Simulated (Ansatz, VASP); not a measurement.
# Be in VASP and in Ansatz

The input INCAR:

```
ALGO = Normal
EDIFF = 1E-6
ENCUT = 520
GGA = PE
ISIF = 2
ISMEAR = -1
LASPH = True
LCHARG = True
LELF = True
LREAL = False
LVHAR = True
LWAVE = False
NBANDS = 9
NELM = 100
PREC = Accurate
SIGMA = 0.1
```

The input KPOINTS:

```
k-points
0
Gamma
  13 13 13
```

File POSCAR:

```
Be
1.0
    0.0000000000      2.5437692968      2.5437692968
    2.5437692968      0.0000000000      2.5437692968
    2.5437692968      2.5437692968      0.0000000000
Be
2
Direct
    0.1250000000      0.1250000000      0.1250000000
    0.8750000000      0.8750000000      0.8750000000
```

Input for Ansatz:

```yaml
crystal:
  lattice:
    - [0.0, 2.5437692968, 2.5437692968]
    - [2.5437692968, 0.0, 2.5437692968]
    - [2.5437692968, 2.5437692968, 0.0]
  atoms:
    - { symbol: Be, position: [0.125, 0.125, 0.125] }
    - { symbol: Be, position: [0.875, 0.875, 0.875] }
hamiltonian:
  xc: pbe
  pseudopotentials:
    kind: paw
    azcp:
      Be: "pseudopotentials/Be.paw.azcp"
basis:
  ecutwfc: 420
  fft_grid_basis: typed
kpoints:
  mp_grid: { grid: [13, 13, 13], shift: [0, 0, 0] }
magnetization:
  spin_polarized: false
scf:
  occupations: { method: fermi_dirac, width: 0.1 }
  lower_state_search: "off"
output:
  stress: true
  write_density: true
  write_potential: true
  elf: true
  volumetric_format: npy
```

Alike in both runs: task single point; functional PBE; k mesh 13 × 13 × 13; occupations fermi-dirac, width 0.1 eV; no spin polarisation.

|  | VASP | Ansatz |
| --- | --- | --- |
| version | VASP 6.6.1 | Ansatz 0.2.0 |
| potentials or method | VASP PAW PBE potentials, release 64 (Be), cutoff 520 eV | plane waves (420 eV) with PAW, scalar-relativistic |
| valence electrons in the cell | 4 | 4 |

```csv
,VASP,Ansatz,Ansatz less VASP
pressure (GPa),-4.1,-4.1,-0.02
```

With one functional, cell and mesh, what is left measures potentials, basis and numerics.
